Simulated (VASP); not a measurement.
Set up this calculation in VASP 6.6.1, as the native input.

```yaml
Task: relaxation of cell and atoms
Functional: PBE
Potentials_or_basis: VASP PAW PBE potentials, release 64 (Cd, Te)
Cutoff: 600 eV
k_mesh: 4 × 4 × 4
Occupations: gaussian, width 0.1 eV
Spin: no spin polarisation
Dipole_correction: no
Further_INCAR_settings: ALGO = Normal; EDIFF = 1e-07; IBRION = 2; EDIFFG = -0.04; NSW = 90; ISIF = 3
```

The structure of Cd4Te lies in POSCAR:

```
Cd4Te
1.0
   -3.5842671400      3.5842671400      2.2345780300
    3.5842671400     -3.5842671400      2.2345780300
    3.5842671400      3.5842671400     -2.2345780300
Cd Te
4 1
Direct
    0.4000000100      0.2000000100      0.6000000200
    0.2000000100      0.5999999900      0.8000000000
    0.5999999900      0.7999999900      0.3999999800
    0.7999999900      0.4000000100      0.2000000000
    0.0000000000      0.0000000000      0.0000000000
```

These files were run (other wordings do the same):

INCAR

```
PREC     = Accurate       # precision mode
ENCUT    = 600            # plane-wave cutoff, eV
EDIFF    = 1E-7           # SCF threshold, eV
ISMEAR   = 0              # smearing method
SIGMA    = 0.1            # smearing width, eV
LREAL    = False          # projectors in reciprocal space
LASPH    = True           # aspherical terms in the spheres
NELM     = 80             # most SCF steps
ALGO     = Normal         # electronic algorithm
ISIF     = 3              # what is computed and relaxed
LWAVE    = False          # write WAVECAR
LCHARG   = False          # write CHGCAR
GGA      = PE             # functional
IBRION   = 2              # ionic algorithm
NSW      = 90             # ionic steps
EDIFFG   = -0.04          # ionic threshold
```

KPOINTS

```
Automatic mesh
0
Gamma
  4 4 4
```

Potentials or basis: VASP PAW PBE potentials, release 64 (Cd, Te).

Launch:

```sh
$ cat potpaw_PBE.64/Cd/POTCAR potpaw_PBE.64/Te/POTCAR > POTCAR
$ mpirun -np 1 vasp_std > vasp.out
```

Results of the run:

* Relaxed volume: 25.30 Å³/atom
* Relaxed cell: a = 5.774 Å, b = 5.774 Å, c = 5.774 Å, α = 98.58°, β = 98.58°, γ = 134.56°
* Space group after relaxing (to 0.05 Å): I4/m (No. 87)
* Energy gained by relaxing: 43.9 meV/atom
* Ionic steps: 8
* Pressure after relaxing: 0.0 GPa
* Largest force after relaxing: 0.036 eV/Å
* Band gap on the k mesh: zero (band 27 reaches 4.61 eV, above the bottom of band 28 at 2.33 eV)

Caveat: the k points lie up to 0.41 Å⁻¹ apart in the final cell; spin-orbit coupling is left out, which moves the levels of the heavy elements.

Run time: 6.8 min on 1 thread of Intel Xeon 6975P-C, on a shared host, peak memory 0.36 GiB.
